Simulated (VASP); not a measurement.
Wanted: the native input for a VASP 6.6.1 run.

* Task: relaxation of cell and atoms
* Functional: PBE
* Potentials or basis: VASP PAW PBE potentials, release 64 (Lu, F)
* Cutoff: 600 eV
* k mesh: 10 × 10 × 10
* Occupations: gaussian, width 0.1 eV
* Spin: no spin polarisation
* Dipole correction: no
* Further INCAR settings: ALGO = Normal; EDIFF = 1e-06; IBRION = 2; EDIFFG = -0.01; NSW = 100; ISIF = 3

The structure of LuF4 lies in POSCAR:

```
LuF4
1.0
   -2.5753372600      2.5753372600      2.5753372600
    2.5753372600     -2.5753372600      2.5753372600
    2.5753372600      2.5753372600     -2.5753372600
Lu F
1 4
Direct
    0.0000000000      0.0000000000      0.0000000000
    0.0000000000      0.0000000000      0.5000000000
    0.0000000000      0.5000000000      0.0000000000
    0.5000000000      0.0000000000      0.0000000000
    0.5000000000      0.5000000000      0.5000000000
```

The input as run:

INCAR

```
SYSTEM = LuF4
PREC = Accurate
ENCUT = 600
EDIFF = 1E-6
ISMEAR = 0
SIGMA = 0.1
LREAL = .FALSE.
LASPH = .TRUE.
NELM = 100
ALGO = Normal
ISIF = 3
LWAVE = .FALSE.
LCHARG = .FALSE.
GGA = PE
IBRION = 2
NSW = 100
EDIFFG = -0.01
```

KPOINTS

```
regular mesh
0
G
  10 10 10
  0 0 0
```

Potentials or basis: VASP PAW PBE potentials, release 64 (Lu, F).

Run with:

```sh
$ cat potpaw_PBE.64/Lu/POTCAR potpaw_PBE.64/F/POTCAR > POTCAR
$ mpirun -np 1 vasp_std > vasp.out
```

Results of the run:

The relaxed volume is 13.83 Å³/atom. The relaxed cell is a = 4.478 Å, b = 4.478 Å, c = 4.478 Å, α = 109.47°, β = 109.47°, γ = 109.47°, the space group after relaxing (to 0.05 Å) is Im-3m (No. 229) and the energy gained by relaxing is 0.8 meV/atom. The ionic steps are 7. The pressure after relaxing is -0.1 GPa.

Caveat: an odd number of electrons without spin polarisation forces a metal; a magnetic or distorted state may lie lower.

Wall time 21 min on 1 thread of Intel(R) Xeon(R) Platinum 8259CL CPU @ 2.50GHz (Skylake/Cascade Lake), on a shared host, peak memory 0.29 GiB.
